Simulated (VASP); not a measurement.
Runs of VASP 6.6.1 on Ge3PdRu. The structure is that of space group Pm-3m (No. 221), or close to it. The cells are those of the table. 

```csv
task,spin,cell,cutoff (eV),gap on the mesh (eV),pressure (GPa)
single point,"collinear, ferromagnetic start","a = 4.734 Å, 5 atoms",520,none,2.0
relaxation of cell and atoms,off,"relaxed from a = 4.457 Å, 5 atoms",600,none,-0.1
single point,off,"a = 4.457 Å, 5 atoms",520,none,22.5
single point,off,"a = 4.734 Å, 5 atoms",520,none,(a)
```

Alike in all rows: level PBE; potentials or basis VASP PAW PBE potentials, release 64 (Ge_d, Ru_pv, Pd); k mesh 4 × 4 × 4; smearing gaussian 0.1 eV.

Task: Fill in the values left out.

Result: (a) 0.3.

A k mesh can miss the band edges, and the runs leave out spin-orbit coupling on Ge, Pd, Ru.

A gap of «none» marks levels without a gap at the run's occupations.
